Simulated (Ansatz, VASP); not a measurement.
**BN in VASP and in Ansatz**

```xyz
4
Lattice="2.5040 0.0000 0.0000 -1.2520 2.1685 0.0000 0.0000 0.0000 6.5946" Properties=species:S:1:pos:R:3 pbc="T T T"
B     0.0000    1.4457    1.6486
B     1.2520    0.7228    4.9459
N     0.0000    1.4457    4.9459
N     1.2520    0.7228    1.6486
```

Change from the starting cell: zz strain of -1 %.

Alike in both runs: task single point; functional PBEsol; k mesh 11 × 11 × 4; occupations fermi-dirac, width 0.02 eV; no spin polarisation.

|  | VASP | Ansatz |
| --- | --- | --- |
| version | VASP 6.6.1 | Ansatz 0.2.0 |
| potentials or method | VASP PAW PBE potentials, release 64 (B, N), cutoff 520 eV | all-electron LAPW, scalar-relativistic |

VASP gave:

| Property | Result |
| --- | --- |
| gap on the k mesh at the Fermi level (eV) | 4.22 |
| pressure (GPa) | 0.8 |
| traceless stress, the component that is largest in VASP (GPa) | 0.10 |

**Question.** Which values does Ansatz return?

**Answer.** gap on the k mesh at the Fermi level (eV): 4.22; pressure (GPa): 0.5; traceless stress, the component that is largest in VASP (GPa): 0.58.

VASP's potentials were made for PBE, not for PBEsol. Ansatz ran all-electron here, and VASP with PAW potentials.
